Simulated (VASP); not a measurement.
Runs of VASP 6.6.1 on ZrO2. The structure is that of space group Fm-3m (No. 225), or close to it. The cells are those of the table. 

```csv
task,cell,cutoff (eV),smearing,gap on the mesh (eV),pressure (GPa),relaxed volume (Å³/atom)
single point,"a = 3.617 Å, angles 60.0°, 3 atoms",600,gaussian 0.01 eV,3.31,0.1,-
single point,"a = 3.588 Å, angles 60.0°, 3 atoms",600,gaussian 0.01 eV,3.38,6.1,-
relaxation of cell and atoms,"relaxed from a = 3.617 Å, angles 60.0°, 3 atoms",600,gaussian 0.01 eV,3.31,0.0,11.16
single point,"a = 3.617 Å, angles 60.0°, 3 atoms",520,gaussian 0.05 eV,3.31,0.3,-
relaxation of cell and atoms,"relaxed to 6 GPa from a = 3.617 Å, angles 60.0°, 3 atoms",600,gaussian 0.01 eV,3.38,6.0,-
single point,"a = 3.617 Å, angles 60.0°, 3 atoms",520,gaussian 0.02 eV,3.31,0.3,-
relaxation of cell and atoms,"relaxed from a = 3.585 Å, angles 60.0°, 3 atoms",600,gaussian 0.02 eV,3.31,-0.1,(a)
```

Alike in all rows: level PBE; potentials or basis VASP PAW PBE potentials, release 64 (Zr_sv, O); no spin polarisation; k mesh 8 × 8 × 8.

Question: Estimate the missing entries.

Answer: (a) 11.17.

Caveats: the cell is relaxed towards a set pressure, so the enthalpy falls and the energy may rise (some runs).

A k mesh can miss the band edges, and the runs leave out spin-orbit coupling on Zr.
